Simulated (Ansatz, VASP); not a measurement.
# One calculation of Ce, two programs

```
Ce
1.0
     0.00000    2.33904    2.33904
     2.33904    0.00000    2.33904
     2.33904    2.33904    0.00000
Ce
1
Direct
  0.00000 0.00000 0.00000
```

Alike in both runs: task single point; functional r2SCAN; k mesh 4 × 4 × 4; occupations fermi-dirac, width 0.1 eV; no spin polarisation.

|  | VASP | Ansatz |
| --- | --- | --- |
| version | VASP 6.6.1 | Ansatz 0.2.0 |
| potentials or method | VASP PAW PBE potentials, release 64 (Ce), cutoff 520 eV | plane waves (500 eV) with PAW, scalar-relativistic |
| valence electrons in the cell | 12 | 12 |

```tsv
	VASP	Ansatz	Ansatz less VASP
pressure (GPa)	-0.7	-0.5	+0.20
```

VASP's potentials were made for PBE, not for r2SCAN.

The k mesh is coarse, so the values compare programs but aren't converged. Neither program's run includes spin-orbit coupling.
